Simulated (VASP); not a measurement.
**TaTe: single point with PBE**

TaTe:

```
Ta Te
1.0
     3.38461    0.00000    0.00000
     0.00000    3.38461    0.00000
     0.00000    0.00000    3.38461
Ta Te
1 1
Cartesian
  1.6923 1.6923 1.6923
  0.0000 0.0000 0.0000
```

```yaml
Program: VASP 6.6.1
Task: single point
Functional: PBE
Potentials_or_basis: VASP PAW PBE potentials, release 64 (Ta_pv, Te)
Cutoff: 520 eV
k_mesh: 8 × 8 × 8
Occupations: fermi-dirac, width 0.05 eV
Spin: no spin polarisation
Dipole_correction: no
Further_INCAR_settings: ALGO = Normal; EDIFF = 1e-06; NBANDS = 16
```

| Item | Value |
| --- | --- |
| Pressure | 5.0 GPa |

Levels at points of the mesh, in eV from the Fermi level:
```tsv
k point	band 7	band 8	band 9	band 10	band 11	band 12
(0.00, 0.00, 0.00)	-1.43	-1.43	-1.43	1.46	1.46	1.46
(0.50, 0.00, 0.00)	-3.03	-2.09	1.65	2.85	4.36	5.28
(0.50, 0.50, 0.00)	-3.50	-0.28	-0.28	0.59	1.61	3.27
(0.50, 0.50, 0.50)	-6.90	1.55	1.55	1.55	3.42	3.42
```

Wall time 17 s on 1 thread of Intel(R) Xeon(R) Platinum 8488C (Sapphire Rapids), on a shared host, peak memory 0.17 GiB.

Caveat: spin-orbit coupling is left out, which moves the levels of the heavy elements.
